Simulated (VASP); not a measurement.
Here is a VASP 6.6.1 calculation.

The input INCAR:

```
ALGO     = Normal         # electronic algorithm
EDIFF    = 1E-8           # SCF threshold, eV
ENCUT    = 400            # plane-wave cutoff, eV
GGA      = PS             # functional
GGA_COMPAT= False        
ISIF     = 2              # what is computed and relaxed
ISMEAR   = -1             # smearing method
LASPH    = True           # aspherical terms in the spheres
LCHARG   = False          # write CHGCAR
LEFG     = True         
LREAL    = False          # projectors in reciprocal space
LWAVE    = False          # write WAVECAR
NBANDS   = 15             # bands
NELM     = 120            # most SCF steps
PREC     = Accurate       # precision mode
SIGMA    = 0.03           # smearing width, eV
```

Contents of KPOINTS:

```
k-points
0
Gamma
  6 6 6
```

The input POSCAR:

```
CsCl
1.0
    4.1230000000      0.0000000000      0.0000000000
    0.0000000000      4.1230000000      0.0000000000
    0.0000000000      0.0000000000      4.1230000000
Cs Cl
1 1
Direct
    0.0000000000      0.0000000000      0.0000000000
    0.5000000000      0.5000000000      0.5000000000
```

Potentials or basis: VASP PAW PBE potentials, release 64 (Cs_sv, Cl).

Run with:

```bash
$ cat potpaw_PBE.64/Cs_sv/POTCAR potpaw_PBE.64/Cl/POTCAR > POTCAR
$ mpirun -np 1 vasp_std > vasp.out
```

Task: Predict the pressure.

Result: -0.6 GPa.

Task: Estimate the band gap on the k mesh.

Result: 5.05 eV, direct.

Caveat: without QUAD_EFG the Cq values of the log hold for a quadrupole moment of 1 mb, not for the nuclei; the PAW data sets were made with another functional, which shifts forces and pressure a little; spin-orbit coupling is left out, which moves the levels of the heavy elements. A hybrid or GW would open this gap; PBEsol tends to underestimate it.
